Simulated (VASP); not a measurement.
## TiB: electric field gradients with LDA

Crystal: TiB.

```xyz
2
Lattice="0.0000 2.1286 2.1286 2.1286 0.0000 2.1286 2.1286 2.1286 0.0000" Properties=species:S:1:pos:R:3 pbc="T T T"
Ti    3.1930    3.1930    3.1930
B     0.0000    0.0000    0.0000
```

This cell differs from its parent crystal: volume scaled by 1.04.

```json
{"Program": "VASP 6.6.1", "Task": "electric field gradients", "Functional": "LDA", "Potentials or basis": "VASP PAW LDA potentials, release 64 (Ti_sv, B)", "Cutoff": "520 eV", "k mesh": "13 × 13 × 13", "Occupations": "fermi-dirac, width 0.05 eV", "Spin": "no spin polarisation", "Dipole correction": "no", "Further INCAR settings": "ALGO = Normal; EDIFF = 1e-08; NBANDS = 14"}
```

The pressure is 90.0 GPa.

Levels at points of the mesh, in eV from the Fermi level:
| k point | band 5 | band 6 | band 7 | band 8 | band 9 | band 10 | band 11 | band 12 |
| --- | --- | --- | --- | --- | --- | --- | --- | --- |
| (0.00, 0.00, 0.00) | -8.75 | -1.81 | -1.81 | -1.81 | 3.16 | 3.16 | 12.04 | 12.40 |

It took 15 s on 1 thread of Intel(R) Xeon(R) Platinum 8375C CPU @ 2.90GHz (Ice Lake) (shared host), peak memory 0.14 GiB.

Caveat: without QUAD_EFG the Cq values of the log hold for a quadrupole moment of 1 mb, not for the nuclei.
